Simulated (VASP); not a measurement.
# Ru (Fm-3m) in VASP: single point with PBE

Aim: the single point of Ru with PBE.

Program: VASP 6.6.1. These are calculated values, not measurements. Logs are shortened: lines on timing, memory, paths and dates and some standing lists are left out, and cuts for length are marked.

## (1) The cell of the first run

Symmetry: Fm-3m, No. 225, cubic system. The conventional cell has a = 3.809 Å, b = 3.809 Å, c = 3.809 Å, α = 90.00°, β = 90.00°, γ = 90.00°. Ru (site symmetry m-3m) has 12 Ru at 2.69 Å within 3.6 Å.

## (2) Single point, PBE

INCAR

```
SYSTEM = Ru
  ALGO = Normal
  EDIFF = 1E-6
  ENCUT = 520
  GGA = PE
  ISIF = 2
  ISMEAR = -1
  LASPH = .True.
  LCHARG = .False.
  LREAL = .False.
  LWAVE = .False.
  NBANDS = 13
  NELM = 60
  PREC = Accurate
  SIGMA = 0.13605693000000002
```

KPOINTS

```
k-points
0
Gamma
  15 15 15
  0 0 0
```

POSCAR

```
Ru
1.0
    0.0000000000      1.9044218341      1.9044218341
    1.9044218341      0.0000000000      1.9044218341
    1.9044218341      1.9044218341      0.0000000000
Ru
1
Direct
    0.0000000000      0.0000000000      0.0000000000
```

Potentials or basis: VASP PAW PBE potentials, release 64 (Ru_pv).

Command:

```sh
$ cat potpaw_PBE.64/Ru_pv/POTCAR > POTCAR
$ mpirun -np 1 vasp_std > vasp.out
```

OUTCAR:

```text
SYSTEM = Ru
   EDIFF = 1E-6
   ENCUT = 520
   GGA = PE
   ISIF = 2
   ISMEAR = -1
   LASPH = .True.
   LREAL = .False.
   NELM = 60
   PREC = Accurate

 ion  position               nearest neighbor table
   1  0.000  0.000  0.000-

  LATTYP: Found a face centered cubic cell.
 ALAT       =     3.8088436682

  Lattice vectors:

 A1 = (   0.0000000000,   1.9044218341,   1.9044218341)
 A2 = (   1.9044218341,   0.0000000000,   1.9044218341)
 A3 = (   1.9044218341,   1.9044218341,   0.0000000000)

Analysis of symmetry for initial positions (statically):
=====================================================================
 Subroutine PRICEL returns:
 Original cell was already a primitive cell.

 Routine SETGRP: Setting up the symmetry group for a
 face centered cubic supercell.

 Subroutine GETGRP returns: Found 48 space group operations
 (whereof 48 operations were pure point group operations)
 out of a pool of 48 trial point group operations.

The static configuration has the point symmetry O_h .

Analysis of symmetry for dynamics (positions and initial velocities):
=====================================================================
 Subroutine PRICEL returns:
 Original cell was already a primitive cell.

 Routine SETGRP: Setting up the symmetry group for a
 face centered cubic supercell.

 Subroutine GETGRP returns: Found 48 space group operations
 (whereof 48 operations were pure point group operations)
 out of a pool of 48 trial point group operations.

The dynamic configuration has the point symmetry O_h .

 Subroutine INISYM returns: Found 48 space group operations
 (whereof 48 operations are pure point group operations),
 and found     1 'primitive' translations

----------------------------------------------------------------------------------------

                                     Primitive cell

  volume of cell :      13.8140

  direct lattice vectors                    reciprocal lattice vectors
     0.000000000  1.904421834  1.904421834    -0.262546874  0.262546874  0.262546874
     1.904421834  0.000000000  1.904421834     0.262546874 -0.262546874  0.262546874
     1.904421834  1.904421834  0.000000000     0.262546874  0.262546874 -0.262546874

  length of vectors
     2.693259186  2.693259186  2.693259186     0.454744526  0.454744526  0.454744526

  position of ions in fractional coordinates (direct lattice)
     0.000000000  0.000000000  0.000000000

  ion indices of the primitive-cell ions
   primitive index   ion index
                 1           1

----------------------------------------------------------------------------------------

 KPOINTS: k-points

Automatic generation of k-mesh.
 Grid dimensions read from file:
 generate k-points for:   15   15   15

 Generating k-lattice:

  Cartesian coordinates                     Fractional coordinates (reciprocal lattice)
    -0.017503125  0.017503125  0.017503125     0.066666667  0.000000000  0.000000000
     0.017503125 -0.017503125  0.017503125     0.000000000  0.066666667  0.000000000
     0.017503125  0.017503125 -0.017503125     0.000000000  0.000000000  0.066666667

  Length of vectors
     0.030316302  0.030316302  0.030316302

  Shift w.r.t. Gamma in fractional coordinates (k-lattice)
     0.000000000  0.000000000  0.000000000

 Subroutine IBZKPT returns following result:
 ===========================================

 Found    120 irreducible k-points:

 Following reciprocal coordinates:
            Coordinates               Weight
  0.000000  0.000000  0.000000      1.000000
  0.066667  0.000000  0.000000      8.000000
  0.133333  0.000000  0.000000      8.000000
  0.200000  0.000000  0.000000      8.000000
  0.266667  0.000000  0.000000      8.000000
  0.333333  0.000000  0.000000      8.000000
[... 16 lines left out ...]
  0.133333  0.133333  0.000000      6.000000
  0.200000  0.133333  0.000000     24.000000
 [... further k-points ...]
   k-points           NKPTS =    120   k-points in BZ     NKDIM =    120   number of bands    NBANDS=     13
   number of dos      NEDOS =    301   number of ions     NIONS =      1
   total plane-waves  NPLWV =   8000
   dimension x,y,z NGX =    20 NGY =   20 NGZ =   20
   dimension x,y,z NGXF=    40 NGYF=   40 NGZF=   40
   ions per type =               1
   NGX,Y,Z   is equivalent  to a cutoff of  12.35, 12.35, 12.35 a.u.
   NGXF,Y,Z  is equivalent  to a cutoff of  24.69, 24.69, 24.69 a.u.
 SYSTEM =  Ru
   PREC   = accura    normal or accurate (medium, high low for compatibility)
   ISTART =      0    job   : 0-new  1-cont  2-samecut
   ICHARG =      2    charge: 1-file 2-atom 10-const
   ISPIN  =      1    spin polarized calculation?
   LNONCOLLINEAR =      F non collinear calculations
   LSORBIT =      F    spin-orbit coupling
   LASPH  =      T    aspherical Exc in radial PAW
   ENCUT  =  520.0 eV  38.22 Ry    6.18 a.u.   5.01  5.01  5.01*2*pi/ulx,y,z
   NELM   =     60;   NELMIN=  2; NELMDL= -5     # of ELM steps
   EDIFF  = 0.1E-05   stopping-criterion for ELM
   LREAL  =      F    real-space projection
   EDIFFG = 0.1E-04   stopping-criterion for IOM
   NSW    =      0    number of steps for IOM
   IBRION =     -1    ionic relax: 0-MD 1-quasi-New 2-CG
   NFREE  =      0    steps in history (QN), initial steepest desc. (CG)
   ISIF   =      2    stress and relaxation
   ISYM   =      2    0-nonsym 1-usesym 2-fastsym
   POTIM  = 0.5000    time-step for ionic-motion
   TEBEG  =    0.0;   TEEND  =   0.0 temperature during run
   PSTRESS=    0.0 pullay stress
   NELECT =      14.0000    total number of electrons
   NUPDOWN=      -1.0000    fix difference up-down
   EMIN   =  10.00;   EMAX   =-10.00  energy-range for DOS
   EFERMI =   0.00;   METHOD = LEGACY
   ISMEAR =    -1;   SIGMA  =   0.14  broadening in eV -4-tet -1-fermi 0-gaus
   EFERMI_NEDOS =   21; number of points for ismear=-14 and -15
   IALGO  =     38    algorithm
   IMIX   =      4    mixing-type and parameters
     AMIX     =   0.40;   BMIX     =  1.00
     AMIX_MAG =   1.60;   BMIX_MAG =  1.00
  volume/ion in A,a.u.               =      13.81        93.22
  Fermi-wavevector in a.u.,A,eV,Ry     =   1.644413  3.107491 36.791455  2.704096
  Thomas-Fermi vector in A             =   2.734383
   LORBIT       =      0    0 simple, 1 ext, 2 COOP (PROOUT), +10 PAW based schemes
   GGA     = PE    functional components
   LHFCALC =     F    Hartree Fock is set to
   AEXX    =    0.0000 exact exchange contribution
   IVDW    =     0    specifies the selected vdW correction
   LEPSILON=     F    determine dielectric tensor
   LRPA    =     F    only Hartree local field effects (RPA)
 non-spin polarized calculation
  energy-cutoff  :      520.00
  volume of cell :       13.81
 maximum number of plane-waves:       380
   NGX =  9   NGY =  9   NGZ =  9

 number of electron      14.0000002 magnetization

 Free energy of the ion-electron system (eV)
  ---------------------------------------------------
  ext. energy  EPLUGINS =         0.00000000
  ---------------------------------------------------
  free energy    TOTEN  =        -9.15645447 eV

  energy without entropy =       -9.09174499  energy(sigma->0) =       -9.12409973

 E-fermi :  12.4430     XC(G=0): -14.0111

 val. band max:       12.4270363028   @ k =  -0.2667   0.2667   0.0000
 cond. band min:      12.4635457912   @ k =  -0.1333   0.0667   0.0000
 fundamental gap:      0.0365094885
 Fermi energy:        12.4429625934

 k-point     1 :       0.0000    0.0000    0.0000
  band No.  band energies     occupation
      1     -29.9808      2.00000
      2     -29.9808      2.00000
      3     -29.9808      2.00000
      4       4.6394      2.00000
      5       9.9306      2.00000
      6       9.9306      2.00000
      7       9.9306      2.00000
      8      12.3155      1.43703
      9      12.3155      1.43703
     10      23.0044      0.00000
     11      27.5129      0.00000
     12      33.1595      0.00000
     13      33.1595      0.00000

 k-point     2 :       0.0667    0.0000    0.0000
  band No.  band energies     occupation
      1     -30.0265      2.00000
      2     -29.9868      2.00000
      3     -29.9868      2.00000
      4       4.8258      2.00000
      5       9.8347      2.00000
      6      10.0082      2.00000
      7      10.0082      2.00000
      8      12.2665      1.57073
      9      12.2665      1.57073
     10      23.0043      0.00000
     11      27.8219      0.00000
     12      32.2617      0.00000
     13      33.4610      0.00000

 k-point     3 :       0.1333    0.0000    0.0000
  band No.  band energies     occupation
      1     -30.1545      2.00000
      2     -30.0036      2.00000
      3     -30.0036      2.00000
      4       5.3453      2.00000
      5       9.6160      2.00000
      6      10.1954      2.00000
      7      10.1954      2.00000
      8      12.1795      1.74790
      9      12.1795      1.74790
     10      23.0042      0.00000
     11      28.6252      0.00000
     12      30.5678      0.00000
     13      34.3289      0.00000

 k-point     4 :       0.2000    0.0000    0.0000
  band No.  band energies     occupation
      1     -30.3402      2.00000
      2     -30.0282      2.00000
      3     -30.0282      2.00000
      4       6.0427      2.00000
      5       9.4896      2.00000
      6      10.3407      2.00000
      7      10.3407      2.00000
      8      12.2347      1.64429
      9      12.2347      1.64429
     10      23.0042      0.00000
     11      28.7737      0.00000
     12      29.5573      0.00000
     13      35.6565      0.00000

 k-point     5 :       0.2667    0.0000    0.0000
  band No.  band energies     occupation
      1     -30.5494      2.00000
      2     -30.0564      2.00000
      3     -30.0564      2.00000
      4       6.5713      2.00000
      5       9.8395      2.00000
      6      10.2915      2.00000
      7      10.2915      2.00000
      8      12.5969      0.48772
      9      12.5969      0.48772
     10      23.0040      0.00000
     11      27.1372      0.00000
     12      29.6326      0.00000
     13      37.1652      0.00000

 k-point     6 :       0.3333    0.0000    0.0000
  band No.  band energies     occupation
      1     -30.7455      2.00000
      2     -30.0832      2.00000
      3     -30.0832      2.00000
      4       6.6878      2.00000
      5      10.1101      2.00000
      6      10.1101      2.00000
      7      10.8797      1.99998
      8      13.1725      0.00934
      9      13.1725      0.00934
     10      23.0037      0.00000
     11      25.4670      0.00000
     12      28.7007      0.00000
     13      36.0928      0.00000

 k-point     7 :       0.4000    0.0000    0.0000
  band No.  band energies     occupation
      1     -30.8963      2.00000
      2     -30.1040      2.00000
      3     -30.1040      2.00000
      4       6.5985      2.00000
      5       9.9290      2.00000
      6       9.9290      2.00000
      7      12.2449      1.62184
      8      13.7390      0.00015
      9      13.7390      0.00015
     10      23.0013      0.00000
     11      23.7688      0.00000
     12      27.7013      0.00000
     13      34.4778      0.00000
[... 193 lines left out ...]
 k-point    20 :      -0.2000    0.0667    0.0000
  band No.  band energies     occupation
      1     -30.4165      2.00000
      2     -30.0802      2.00000
      3     -30.0263      2.00000
      4       6.4158      2.00000
      5       9.3470      2.00000
      6      10.3712      2.00000
      7      10.4654      2.00000
      8      11.8975      1.96434
      9      12.8074      0.12848
     10      23.0041      0.00000
     11      28.3750      0.00000
     12      29.8935      0.00000
     13      34.8052      0.00000

 k-point    21 :      -0.1333    0.0667    0.0000
  band No.  band energies     occupation
      1     -30.2287      2.00000
      2     -30.0465      2.00000
      3     -30.0029      2.00000
      4       5.7233      2.00000
      5       9.4142      2.00000
      6      10.3366      2.00000
      7      10.3501      2.00000
      8      11.8531      1.97414
      9      12.4635      0.92450
     10      23.0042      0.00000
     11      29.1742      0.00000
     12      29.9967      0.00000
     13      33.8683      0.00000

 k-point    22 :      -0.0667    0.0667    0.0000
  band No.  band energies     occupation
      1     -30.0899      2.00000
      2     -30.0134      2.00000
      3     -29.9889      2.00000
      4       5.1255      2.00000
      5       9.6605      2.00000
      6      10.1156      2.00000
      7      10.1715      2.00000
      8      12.0578      1.88863
      9      12.3460      1.34213
     10      23.0043      0.00000
     11      28.3051      0.00000
     12      31.4375      0.00000
     13      33.3712      0.00000

 k-point    23 :       0.1333    0.1333    0.0000
  band No.  band energies     occupation
      1     -30.1493      2.00000
      2     -30.0422      2.00000
      3     -30.0422      2.00000
      4       5.5830      2.00000
      5       9.2458      2.00000
      6      10.4725      2.00000
      7      10.4725      2.00000
      8      11.5881      1.99627
      9      12.5787      0.53882
     10      23.0043      0.00000
     11      29.0909      0.00000
     12      31.5235      0.00000
     13      33.4047      0.00000

 k-point    24 :       0.2000    0.1333    0.0000
  band No.  band energies     occupation
      1     -30.2702      2.00000
      2     -30.0734      2.00000
      3     -30.0650      2.00000
      4       6.1346      2.00000
      5       8.9518      2.00000
      6      10.6382      2.00000
      7      10.7358      1.99999
      8      11.4770      1.99835
      9      12.7218      0.22825
     10      23.0042      0.00000
     11      29.9530      0.00000
     12      30.4491      0.00000
     13      33.5135      0.00000

 [... further k-points ...]
[... 5 lines left out ...]
  --------------------------------------------------------------------------------------
  -------------------------------------------------------------------------------------
  Total        0.0684606      0.0684606      0.0684606     -0.0000000     -0.0000000      0.0000000
  in kB        7.9402098      7.9402098      7.9402098     -0.0000000     -0.0000000      0.0000000
  external PRESSURE =       7.9402098 kB  Pullay stress =       0.0000000 kB

 VOLUME and BASIS-vectors are now :
 -----------------------------------------------------------------------------
  energy-cutoff  :      520.00
  volume of cell :       13.81
      direct lattice vectors                 reciprocal lattice vectors
     0.000000000  1.904421834  1.904421834    -0.262546874  0.262546874  0.262546874
     1.904421834  0.000000000  1.904421834     0.262546874 -0.262546874  0.262546874
     1.904421834  1.904421834  0.000000000     0.262546874  0.262546874 -0.262546874

 POSITION                                       TOTAL-FORCE (eV/Angst)
 -----------------------------------------------------------------------------------
      0.00000      0.00000      0.00000         0.000000      0.000000      0.000000
 -----------------------------------------------------------------------------------
    total drift:                                0.000000      0.000000      0.000000

  FREE ENERGIE OF THE ION-ELECTRON SYSTEM (eV)
  ---------------------------------------------------
  free  energy   TOTEN  =        -9.1564544651 eV

  energy  without entropy=       -9.0917449919  energy(sigma->0) =       -9.12409973
```

Run time: 11 s. Hardware: 1 thread of Intel Xeon 6975P-C, shared host; peak memory 0.14 GiB.

What came out:

```yaml
Free_energy: -9.1565 eV
Pressure: 0.8 GPa
Band_gap_on_the_k_mesh: zero (band 7 reaches 14.55 eV, above the bottom of band 8 at 11.13 eV)
```
